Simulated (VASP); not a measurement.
Crystal: CdW.

```
CELL_PARAMETERS angstrom
3.33500 0.00000 0.00000
0.00000 3.33500 0.00000
0.00000 0.00000 3.33500
ATOMIC_POSITIONS crystal
Cd 0.00000 0.00000 0.00000
W 0.50000 0.50000 0.50000
```

- Program: VASP 6.6.1
- Task: relaxation of volume and atoms at fixed shape
- Functional: r2SCAN
- Potentials or basis: VASP PAW PBE potentials, release 64 (Cd_sv_GW, W_sv)
- Cutoff: 700 eV
- k mesh: 6 × 6 × 6
- Occupations: fermi-dirac, width 0.1 eV
- Spin: no spin polarisation

At the start: pressure -11.0 GPa; volume 18.55 Å³/atom.

Problem. How do energy, volume and symmetry change on relaxing?

Solution. Over 4 steps the energy falls by 47.8 meV/atom and the volume is 17.26 Å³/atom (-6.9 %); space group Pm-3m (No. 221, to 0.1 Å) before and after.

The path:
| step | energy change (eV) | largest force (eV/Å) | pressure (GPa) | volume (Å³) |
| --- | --- | --- | --- | --- |
| 1 | 0.0000 | 0.0000 | -10.99 | 37.09 |
| 2 | 0.2062 | 0.0000 | 28.34 | 30.67 |
| 3 | -0.0954 | 0.0000 | -0.43 | 34.58 |
| 4 | -0.0955 | 0.0000 | -0.06 | 34.52 |

Final structure:
```cif
data_structure
_symmetry_space_group_name_H-M 'P 1'
_symmetry_Int_Tables_number 1
_cell_length_a 3.2559
_cell_length_b 3.2559
_cell_length_c 3.2559
_cell_angle_alpha 90.000
_cell_angle_beta 90.000
_cell_angle_gamma 90.000
_cell_volume 34.52
loop_
_atom_site_label
_atom_site_type_symbol
_atom_site_fract_x
_atom_site_fract_y
_atom_site_fract_z
_atom_site_occupancy
Cd1 Cd 0.00000 0.00000 0.00000 1
W1 W 0.50000 0.50000 0.50000 1
```

Caveat: the PAW data sets were made with another functional, which shifts forces and pressure a little.
